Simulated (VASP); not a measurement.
Input of a VASP 6.6.1 run:

File POSCAR:

```
Mg2NCl
1.0
    1.6629166821      0.9600853940      5.9967570437
   -1.6629166821      0.9600853940      5.9967570437
    0.0000000000     -1.9201707881      5.9967570437
Mg N Cl
2 1 1
Direct
    0.2229104119      0.2229104119      0.2229104119
    0.7770895881      0.7770895881      0.7770895881
    0.5000000000      0.5000000000      0.5000000000
    0.0000000000      0.0000000000      0.0000000000
```

The input INCAR.step1:

```
PREC = Accurate ; ENCUT = 520
ISMEAR = 0 ; SIGMA = 0.01
LREAL = F ; LASPH = T
NELM = 80 ; NBANDS = 16
GGA = PE ; ALGO = Normal
EDIFF = 1E-4 ; LWAVE = T
LCHARG = F
```

INCAR.step2

```
PREC = Accurate ; ENCUT = 520
EDIFF = 1E-6 ; ISMEAR = 0
SIGMA = 0.01 ; LREAL = F
LASPH = T ; NELM = 80
ALGO = Normal ; ISIF = 2
LWAVE = F ; LCHARG = T
METAGGA = R2SCAN ; LMIXTAU = T
LELF = T ; LVHAR = T
NBANDS = 16 ; ISTART = 1
```

File KPOINTS:

```
regular mesh
0
Gamma
  8 8 8
```

Potentials or basis: VASP PAW PBE potentials, release 64 (Mg, N, Cl).

Launch:

```bash
$ cat potpaw_PBE.64/Mg/POTCAR potpaw_PBE.64/N/POTCAR potpaw_PBE.64/Cl/POTCAR > POTCAR
$ cp INCAR.step1 INCAR
$ mpirun -np 1 vasp_std > vasp.out
$ cp INCAR.step2 INCAR
$ mpirun -np 1 vasp_std > vasp.out
```

(1) Estimate the largest force.

(2) Estimate the pressure.

Results:

(1) 0.198 eV/Å.

(2) -3.2 GPa.

Caveat: the cell stands under tension; the PAW data sets were made with another functional, which shifts forces and pressure a little.
